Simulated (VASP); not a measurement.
Runs of VASP 6.6.1 on Ta2NbO2. The structure is that of space group P-6m2 (No. 187), or close to it. The cells are those of the table. 

```tsv
task	potentials or basis	cell	cutoff (eV)	second run	gap on the mesh (eV)	pressure (GPa)	largest force (eV/Å)
single point	VASP PAW PBE potentials, release 64 (Ta_sv_GW, Nb_sv, O)	a = 4.402, b = 4.402, c = 4.741 Å, angles 90.0, 90.0, 120.0°, 5 atoms	600	valence_matched	none	43.3	2.03
single point	VASP PAW PBE potentials, release 64 (Ta_pv, Nb_sv, O)	a = 4.402, b = 4.402, c = 4.741 Å, angles 90.0, 90.0, 120.0°, 5 atoms	520	-	none	(b)	(a)
relaxation of cell and atoms	VASP PAW PBE potentials, release 64 (Ta_pv, Nb_sv, O)	relaxed from a = 4.402, b = 4.402, c = 4.741 Å, angles 90.0, 90.0, 120.0°, 5 atoms	600	-	none	0.2	0.02
single point	VASP PAW PBE potentials, release 64 (Ta_pv, Nb_sv, O)	a = 4.254, b = 4.254, c = 6.089 Å, angles 90.0, 90.0, 120.0°, 5 atoms	520	-	none	0.0	0.02
```

Alike in all rows: level PBE; no spin polarisation; k mesh 6 × 6 × 4; smearing gaussian 0.1 eV.

**Question.** Estimate the missing entries.

**Answer.** (a) 2.02; (b) 43.9.

Caveats: spin-orbit coupling is left out, which moves the levels of the heavy elements; an odd number of electrons without spin polarisation forces a metal; a magnetic or distorted state may lie lower.

A k mesh can miss the band edges, and the runs leave out spin-orbit coupling on Nb, Ta.

A gap of «none» marks levels without a gap at the run's occupations.

The runs don't all hold the same shells in valence.
